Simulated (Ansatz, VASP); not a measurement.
HgS: VASP beside Ansatz

```
Hg S
1.0
     0.00000    2.92416    2.92416
     2.92416    0.00000    2.92416
     2.92416    2.92416    0.00000
Hg S
1 1
Direct
  0.00000 0.00000 0.00000
  0.75000 0.75000 0.75000
```

Alike in both runs: task single point; functional r2SCAN; k mesh 8 × 8 × 8; occupations gaussian, width 0.05 eV; no spin polarisation.

|  | VASP | Ansatz |
| --- | --- | --- |
| version | VASP 6.6.1 | Ansatz 0.2.0 |
| potentials or method | VASP PAW PBE potentials, release 64 (Hg, S), cutoff 550 eV | scalar-relativistic, plane waves, PAW |
| valence electrons in the cell | 18 | 26 |

VASP gave:

```
gap on the k mesh at the Fermi level (eV) : none
pressure (GPa)                            : 3.0
```

Which values does Ansatz return?

gap on the k mesh at the Fermi level (eV): none; pressure (GPa): 2.6.

VASP's potentials were made for PBE, not for r2SCAN. A gap of «none» marks a metal or a gap that the smearing closes. The functional is the same, so the differences come from potentials, cutoffs and numerics. VASP's potentials hold 18 valence electrons a cell and Ansatz's 26, so a difference there can come from the potentials and not from the codes.

Neither program's run includes spin-orbit coupling.
